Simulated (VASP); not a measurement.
A run of VASP 6.6.1 is set up as follows.

POSCAR

```
Sb
1.0
    2.1506000000      1.2416494900      3.7440000000
   -2.1506000000      1.2416494900      3.7440000000
    0.0000000000     -2.4832989800      3.7440000000
Sb
2
Direct
    0.2336400000      0.2336400000      0.2336400000
    0.7663600000      0.7663600000      0.7663600000
```

The input INCAR.step1:

```
PREC     = Accurate       # precision mode
ENCUT    = 550            # plane-wave cutoff, eV
ISMEAR   = 0              # smearing method
SIGMA    = 0.1            # smearing width, eV
LREAL    = F              # projectors in reciprocal space
LASPH    = T              # aspherical terms in the spheres
NELM     = 120            # most SCF steps
NBANDS   = 22             # bands
GGA      = PE             # functional
ALGO     = Normal         # electronic algorithm
EDIFF    = 1E-5           # SCF threshold, eV
LWAVE    = T              # write WAVECAR
LCHARG   = F              # write CHGCAR
GGA_COMPAT= F
```

INCAR.step2

```
PREC     = Accurate       # precision mode
ENCUT    = 550            # plane-wave cutoff, eV
EDIFF    = 1E-6           # SCF threshold, eV
ISMEAR   = 0              # smearing method
SIGMA    = 0.1            # smearing width, eV
LREAL    = F              # projectors in reciprocal space
LASPH    = T              # aspherical terms in the spheres
NELM     = 120            # most SCF steps
ALGO     = Normal         # electronic algorithm
ISIF     = 2              # what is computed and relaxed
LWAVE    = F              # write WAVECAR
LCHARG   = T              # write CHGCAR
METAGGA  = R2SCAN         # meta-GGA
LMIXTAU  = T            
LELF     = T              # ELF
LVHAR    = T            
NBANDS   = 22             # bands
ISTART   = 1            
GGA_COMPAT= F
```

Contents of KPOINTS:

```
Automatic mesh
0
Gamma
  6 6 6
```

Potentials or basis: VASP PAW PBE potentials, release 64 (Sb_d_GW).

Launch:

```sh
$ cat potpaw_PBE.64/Sb_d_GW/POTCAR > POTCAR
$ cp INCAR.step1 INCAR
$ mpirun -np 1 vasp_std > vasp.out
$ cp INCAR.step2 INCAR
$ mpirun -np 1 vasp_std > vasp.out
```

Problem. What does it give for the pressure?

Solution. 2.0 GPa.

Problem. What does it give for the largest force?

Solution. 0.054 eV/Å.

Forces on the atoms (eV/Å):
```
Sb   0.000  0.000 -0.054
Sb   0.000  0.000  0.054
```

Caveat: the PAW data sets were made with another functional, which shifts forces and pressure a little.
